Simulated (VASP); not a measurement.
# GaP: single point with PBE

**Experimental background.**

From “Stacking defects in GaP nanowires: Electronic structure and optical properties”, 2018, arxiv:1810.01194, for a bulk crystal of GaP at 10 K: band gap 2.34 eV (indirect).

The system is GaP.

```xyz
2
Lattice="0.0000 2.7252 2.7252 2.7252 0.0000 2.7252 2.7252 2.7252 0.0000" Properties=species:S:1:pos:R:3 pbc="T T T"
Ga    0.0000    0.0000    0.0000
P     1.3626    1.3626    1.3626
```

* Program: VASP 6.6.1
* Task: single point
* Functional: PBE
* Potentials or basis: VASP PAW PBE potentials, release 64 (Ga_d, P)
* Cutoff: 500 eV
* k mesh: 7 × 7 × 7
* Occupations: gaussian, width 0.01 eV
* Spin: no spin polarisation
* Dipole correction: no
* Further INCAR settings: ALGO = Normal; EDIFF = 1e-06; NBANDS = 16

| Property | Result |
| --- | --- |
| Pressure | 2.4 GPa |
| Band gap on the k mesh | 1.59 eV, indirect (least direct gap 1.83 eV) |

Levels at points of the mesh, in eV from the valence-band top:
```csv
k point,band 5,band 6,band 7,band 8,band 9,band 10,band 11,band 12,band 13,band 14
"(0.00, 0.00, 0.00)",-14.45,-12.49,0.00,0.00,0.00,1.83,3.89,3.89,3.89,8.81
```

Run time: 7.9 s on 1 thread of Intel(R) Xeon(R) Platinum 8488C (Sapphire Rapids), on a shared host, peak memory 0.15 GiB.

A measured gap of GaP is 2.34 eV (indirect; 10 K; quoted in “Stacking defects in GaP nanowires: Electronic structure and optical properties”, 2018, arxiv:1810.01194); the calculated 1.59 eV misses it by -0.75 eV. Spin-orbit coupling on Ga is left out. The value is that of PBE on a finite k mesh, which can miss the band edges, without temperature or zero-point motion. Semilocal functionals fall short of measured gaps as a rule.
